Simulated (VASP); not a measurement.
A run of VASP 6.6.1 is set up as follows.

Contents of INCAR:

```
PREC = Accurate
ENCUT = 520
EDIFF = 1E-7
ISMEAR = -1
SIGMA = 0.03
LREAL = False
LASPH = True
NELM = 60
ALGO = Normal
ISIF = 2
LWAVE = False
LCHARG = False
NBANDS = 12
```

KPOINTS

```
regular mesh
0
Gamma
  12 12 7
```

The input POSCAR:

```
Sb
1.0
    3.3690001795      0.0000000000      0.0000000000
   -1.6845000898      2.9176397408      0.0000000000
    0.0000000000      0.0000000000      5.2767000000
Sb
2
Direct
    0.3333333333      0.6666666667      0.2500000000
    0.6666666667      0.3333333333      0.7500000000
```

Potentials or basis: VASP PAW LDA potentials, release 64 (Sb).

Command:

```sh
$ cat potpaw_LDA.64/Sb/POTCAR > POTCAR
$ mpirun -np 1 vasp_std > vasp.out
```

Q: Estimate the band gap on the k mesh.

A: Zero (band 5 reaches 12.82 eV, above the bottom of band 6 at 5.97 eV).

Q: Predict the pressure.

A: -0.6 GPa.

Stress tensor (GPa, compression positive):
```
-0.20  0.00  0.00
 0.00 -0.20  0.00
 0.00  0.00 -1.31
```

Caveat: the cell differs from its parent crystal (zz strain of -1 %); spin-orbit coupling is left out, which moves the levels of the heavy elements.
